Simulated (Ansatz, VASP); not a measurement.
**Cu: VASP beside Ansatz**

The input INCAR:

```
PREC     = Accurate       # precision mode
ENCUT    = 520            # plane-wave cutoff, eV
EDIFF    = 1E-6           # SCF threshold, eV
ISMEAR   = 0              # smearing method
SIGMA    = 0.15           # smearing width, eV
LREAL    = False          # projectors in reciprocal space
LASPH    = True           # aspherical terms in the spheres
NELM     = 80             # most SCF steps
ALGO     = Fast           # electronic algorithm
ISIF     = 2              # what is computed and relaxed
LWAVE    = False          # write WAVECAR
LCHARG   = True           # write CHGCAR
GGA      = PS             # functional
LELF     = True           # ELF
LVHAR    = True         
NBANDS   = 18             # bands
```

File KPOINTS:

```
regular mesh
0
Gamma
  20 20 12
```

The input POSCAR:

```
Cu
1.0
    1.4427933200     -1.4427933200     -1.3760814500
    1.4427933200      1.4427933200     -1.3760814500
    2.8855866400      0.0000000000      2.7521629000
Cu
2
Direct
    0.0909693704     -0.0909693704      0.0000000000
    0.4090306296      0.5909693704      0.5000000000
```

Input for Ansatz:

```yaml
crystal:
  lattice:
    - [1.44279332, -1.44279332, -1.37608145]
    - [1.44279332, 1.44279332, -1.37608145]
    - [2.88558664, 0.0, 2.7521629]
  atoms:
    - { symbol: Cu, position: [0.0909693704, -0.0909693704, 0.0] }
    - { symbol: Cu, position: [0.4090306296, 0.5909693704, 0.5] }
basis:
  ecutwfc: 420
kpoints:
  mp_grid: { grid: [20, 20, 12] }
hamiltonian:
  xc: pbesol
scf:
  occupations: { method: gaussian, width: 0.15 }
output:
  forces: true
  stress: true
  eigenvalues: true
  write_density: true
  write_potential: true
  elf: true
  volumetric_format: npy
```

Change from the starting cell: mode 5 (176.7 1/cm) frozen in, largest displacement +0.263 Å.

Alike in both runs: task single point; functional PBEsol; k mesh 20 × 20 × 12; occupations gaussian, width 0.15 eV; no spin polarisation.

|  | VASP | Ansatz |
| --- | --- | --- |
| version | VASP 6.6.1 | Ansatz 0.2.0 |
| potentials or method | VASP PAW PBE potentials, release 64 (Cu), cutoff 520 eV | scalar-relativistic, plane waves, PAW |
| valence electrons in the cell | 22 | 38 |

VASP gave:

- gap on the k mesh at the Fermi level (eV): none
- pressure (GPa): 9.6
- traceless stress, the component that is largest in VASP (GPa): 14.68
- rms of the force components (eV/Å): 1.041

Problem. Which values does Ansatz return?

Solution. gap on the k mesh at the Fermi level (eV): none; pressure (GPa): 8.4; traceless stress, the component that is largest in VASP (GPa): 14.69; rms of the force components (eV/Å): 1.042.

VASP's potentials were made for PBE, not for PBEsol. Atom by atom the forces differ by 0.001 eV/Å (rms over components). A gap of «none» marks a metal or a gap that the smearing closes. The functional is the same, so the differences come from potentials, cutoffs and numerics. VASP's potentials hold 22 valence electrons a cell and Ansatz's 38, so a difference there can come from the potentials and not from the codes.
